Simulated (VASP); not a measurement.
Input of a VASP 6.6.1 run:

Contents of POSCAR:

```
BiTe
1.0
    3.9163416191      0.0000000000      0.0000000000
    0.0000000000      3.9163416191      0.0000000000
    0.0000000000      0.0000000000      3.9163416191
Bi Te
1 1
Direct
    0.0000000000      0.0000000000      0.0000000000
    0.5000000000      0.5000000000      0.5000000000
```

Contents of INCAR.step1:

```
ALGO = Normal ; EDIFF = 1E-4
ENCUT = 520 ; GGA = PE
ISMEAR = 0 ; LASPH = T
LCHARG = F ; LREAL = F
LWAVE = T ; NBANDS = 18
NELM = 60 ; PREC = Accurate
SIGMA = 0.05
```

File INCAR.step2:

```
ALGO = Normal ; EDIFF = 1E-7
ENCUT = 520 ; ISIF = 2
ISMEAR = 0 ; ISTART = 1
LASPH = T ; LCHARG = F
LMIXTAU = T ; LREAL = F
LWAVE = F ; METAGGA = R2SCAN
NBANDS = 18 ; NELM = 60
PREC = Accurate ; SIGMA = 0.05
```

The input KPOINTS:

```
k-points
0
Gamma
  10 10 10
```

Potentials or basis: VASP PAW PBE potentials, release 64 (Bi_d, Te).

Command:

```bash
$ cat potpaw_PBE.64/Bi_d/POTCAR potpaw_PBE.64/Te/POTCAR > POTCAR
$ cp INCAR.step1 INCAR
$ mpirun -np 1 vasp_std > vasp.out
$ cp INCAR.step2 INCAR
$ mpirun -np 1 vasp_std > vasp.out
```

Estimate the band gap on the k mesh.

zero (an odd number of electrons rules out a gap without spin polarisation).

What does it give for the pressure?

-0.6 GPa.

Caveat: the PAW data sets were made with another functional, which shifts forces and pressure a little; spin-orbit coupling is left out, which moves the levels of the heavy elements; an odd number of electrons without spin polarisation forces a metal; a magnetic or distorted state may lie lower.
